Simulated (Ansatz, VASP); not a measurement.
# One calculation of MoS2, two programs

```
Mo S
1.0
     3.14118    0.00000    0.00000
    -1.57059    2.72035    0.00000
     0.00000    0.00000    6.12471
Mo S
1 2
Direct
  0.00000 0.00000 0.50000
  0.33333 0.66667 0.24514
  0.66667 0.33333 0.76302
```

Change from the starting cell: all S atoms moved +0.025 Å, as atom 2 along Cartesian [0 0 1].

Alike in both runs: task single point; functional PBEsol; k mesh 18 × 18 × 8; occupations gaussian, width 0.15 eV; no spin polarisation.

|  | VASP | Ansatz |
| --- | --- | --- |
| version | VASP 6.6.1 | Ansatz 0.2.0 |
| potentials or method | VASP PAW PBE potentials, release 64 (Mo_sv, S), cutoff 520 eV | scalar-relativistic, plane waves, PAW |
| valence electrons in the cell | 26 | 26 |

|  | VASP | Ansatz | Ansatz less VASP |
| --- | --- | --- | --- |
| gap on the k mesh at the Fermi level (eV) | none | none | - |
| pressure (GPa) | 0.1 | 0.1 | -0.02 |
| rms of the force components (eV/Å) | 0.230 | 0.229 | -0.0006 |

VASP's potentials were made for PBE, not for PBEsol. Atom by atom the forces differ by 0.002 eV/Å (rms over components). A gap of «none» marks a metal or a gap that the smearing closes. The functional is the same, so the differences come from potentials, cutoffs and numerics.
